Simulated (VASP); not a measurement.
A run of VASP 6.6.1 is set up as follows.

Contents of INCAR:

```
SYSTEM = K3AsOs
PREC     = Accurate       ! precision mode
ENCUT    = 520            ! plane-wave cutoff, eV
EDIFF    = 1E-7           ! SCF threshold, eV
ISMEAR   = 0              ! smearing method
SIGMA    = 0.1            ! smearing width, eV
LREAL    = .FALSE.        ! projectors in reciprocal space
LASPH    = .TRUE.         ! aspherical terms in the spheres
NELM     = 80             ! most SCF steps
ALGO     = Fast           ! electronic algorithm
ISIF     = 2              ! what is computed and relaxed
LWAVE    = .FALSE.        ! write WAVECAR
LCHARG   = .FALSE.        ! write CHGCAR
GGA      = PE             ! functional
NBANDS   = 51             ! bands
```

KPOINTS

```
regular mesh
0
G
  3 3 4
  0 0 0
```

The input POSCAR:

```
K3AsOs
1.0
    9.3765924929      0.0000000000      0.0000000000
   -4.6882962464      8.1203672998      0.0000000000
    0.0000000000      0.0000000000      4.9657163716
K As Os
6 2 2
Direct
    0.1952656972      0.3905313945      0.2500000000
    0.8047343028      0.1952656972      0.7500000000
    0.8047343028      0.6094686055      0.7500000000
    0.1952656972      0.8047343028      0.2500000000
    0.6094686055      0.8047343028      0.2500000000
    0.3905313945      0.1952656972      0.7500000000
    0.0000000000      0.0000000000      0.5000000000
    0.0000000000      0.0000000000      0.0000000000
    0.3333333333      0.6666666667      0.7500000000
    0.6666666667      0.3333333333      0.2500000000
```

Potentials or basis: VASP PAW PBE potentials, release 64 (K_sv, As, Os).

Command:

```bash
$ cat potpaw_PBE.64/K_sv/POTCAR potpaw_PBE.64/As/POTCAR potpaw_PBE.64/Os/POTCAR > POTCAR
$ mpirun -np 1 vasp_std > vasp.out
```

Question: Predict the band gap on the k mesh.

Answer: Zero (bands 40 and 41 overlap by 0.02 eV).

Question: Predict the pressure.

Answer: 0.2 GPa.

Question: What does it give for the largest force?

Answer: 0.029 eV/Å.

Stress tensor (GPa, compression positive):
```
0.11 0.00 0.00
0.00 0.11 0.00
0.00 0.00 0.32
```

Caveat: spin-orbit coupling is left out, which moves the levels of the heavy elements.
